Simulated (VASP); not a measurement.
VH2: single point with PBEsol

VH2:

```xyz
6
Lattice="2.0717 2.0717 0.0000 -2.0717 2.0717 0.0000 0.0000 0.0000 4.2475" Properties=species:S:1:pos:R:3 pbc="T T T"
V     0.0000    0.0000    0.0000
V     0.0000    2.0717    2.1237
H    -1.0358    1.0358    3.1856
H     1.0358    1.0358    3.1856
H     1.0358    1.0358    1.0619
H    -1.0358    1.0358    1.0619
```

This cell differs from its parent crystal: uniaxial strain along c: +2.0 %.

```yaml
Program: VASP 6.6.1
Task: single point
Functional: PBEsol
Potentials_or_basis: VASP PAW PBE potentials, release 64 (V_sv, H)
Cutoff: 520 eV
k_mesh: 12 × 12 × 8
Occupations: gaussian, width 0.1 eV
Spin: no spin polarisation
Dipole_correction: no
Further_INCAR_settings: ALGO = Normal; EDIFF = 1e-06; NBANDS = 24
```

```yaml
Pressure: -1.7 GPa
Band_gap_on_the_k_mesh: zero (bands 15 and 16 overlap by 2.56 eV)
```

Stress tensor (GPa, compression positive):
```
-0.20  0.00  0.00
 0.00 -0.20  0.00
 0.00  0.00 -4.77
```

Levels at points of the mesh, in eV from the Fermi level:
```
           k point  band 13  band 14  band 15  band 16  band 17  band 18
(0.00, 0.00, 0.00)    -1.12    -0.98    -0.98     0.71     0.91     1.34
(0.50, 0.00, 0.00)    -1.60    -1.60     0.13     0.13     0.43     0.43
(0.50, 0.50, 0.00)    -3.81    -3.81     1.66     1.66     1.72     1.72
(0.00, 0.00, 0.50)    -0.95    -0.95     0.04     0.04     0.04     0.04
(0.50, 0.00, 0.50)    -0.99    -0.99    -0.80    -0.80     1.58     1.58
(0.50, 0.50, 0.50)    -2.86    -2.86     0.29     0.29     1.82     1.82
```

Wall time 42 s on 1 thread of AMD EPYC 9R45 96-Core Processor (Zen 5), with other jobs on the host, peak memory 0.19 GiB.

Caveat: the cell differs from its parent crystal (uniaxial strain along c: +2.0 %); the PAW data sets were made with another functional, which shifts forces and pressure a little.
